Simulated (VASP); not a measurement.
LiSi16 (a cell with a defect): single point with r2SCAN

System: LiSi16 (a cell with a defect).

```
Si Li
1.0
     0.00000    5.43000    5.43000
     5.43000    0.00000    5.43000
     5.43000    5.43000    0.00000
Si Li
16 1
Direct
  0.99643 0.99882 0.99908
  0.10635 0.13124 0.13150
  0.99642 0.99882 0.50626
  0.12911 0.12104 0.62522
  0.99643 0.50599 0.99908
  0.12911 0.62495 0.12131
  0.01827 0.49393 0.49420
  0.12911 0.62496 0.62522
  0.47741 0.00754 0.00783
  0.61972 0.11991 0.12018
  0.50247 0.98951 0.50431
  0.61970 0.11990 0.64081
  0.50247 0.50403 0.98980
  0.61972 0.64051 0.12018
  0.50247 0.50403 0.50431
  0.64608 0.61798 0.61827
  0.66230 0.27923 0.27956
```

| Item | Value |
| --- | --- |
| Program | VASP 6.6.1 |
| Task | single point |
| Functional | r2SCAN |
| Potentials or basis | VASP PAW PBE potentials, release 64 (Si, Li_sv) |
| Cutoff | 520 eV |
| k mesh | 2 × 2 × 2 |
| Occupations | gaussian, width 0.02 eV |
| Spin | no spin polarisation |
| Dipole correction | no |
| Charge | 1 |
| Further INCAR settings | LREAL = Auto; ALGO = Normal; EDIFF = 1e-06; NBANDS = 48; NELECT = 66.0 |

```
Largest force : 0.883 eV/Å
```

Forces in eV/Å, atoms in the order of the input:
```
Si  -0.011 -0.054 -0.055
Si  -0.026  0.026  0.026
Si   0.055  0.012 -0.055
Si   0.038 -0.037 -0.027
Si   0.055 -0.054  0.011
Si   0.038 -0.026 -0.038
Si   0.028 -0.028 -0.028
Si   0.027 -0.037 -0.038
Si   0.051 -0.050 -0.051
Si   0.040 -0.018 -0.021
Si   0.064 -0.062 -0.010
Si   0.019 -0.039 -0.019
Si   0.063 -0.009 -0.063
Si   0.021 -0.018 -0.040
Si   0.010 -0.062 -0.064
Si   0.044 -0.043 -0.044
Li  -0.515  0.499  0.515
```

Levels at points of the mesh, in eV from the Fermi level:
```tsv
k point	band 31	band 32	band 33	band 34	band 35	band 36
(0.00, 0.00, 0.00)	-0.15	-0.11	-0.11	0.56	0.72	0.72
(0.50, 0.00, 0.00)	-0.98	-0.87	-0.87	1.39	1.39	1.43
(0.00, 0.50, 0.00)	-0.99	-0.92	-0.89	1.29	1.42	1.59
(0.00, 0.00, 0.50)	-0.99	-0.91	-0.89	1.29	1.42	1.59
(0.50, 0.50, 0.00)	-1.58	-1.51	-1.46	1.10	1.22	2.36
(0.50, 0.00, 0.50)	-1.58	-1.51	-1.46	1.10	1.22	2.36
```

Wall time 4.7 min on 1 thread of Intel(R) Xeon(R) 6975P-C (Granite Rapids), on a shared host, peak memory 0.55 GiB.

Caveat: the k points lie up to 0.50 Å⁻¹ apart; the cell carries a net charge on a neutralising background, which shifts energy and pressure; the cell is charged against a uniform background, so pressure and absolute levels hang on convention; the PAW data sets were made with another functional, which shifts forces and pressure a little.
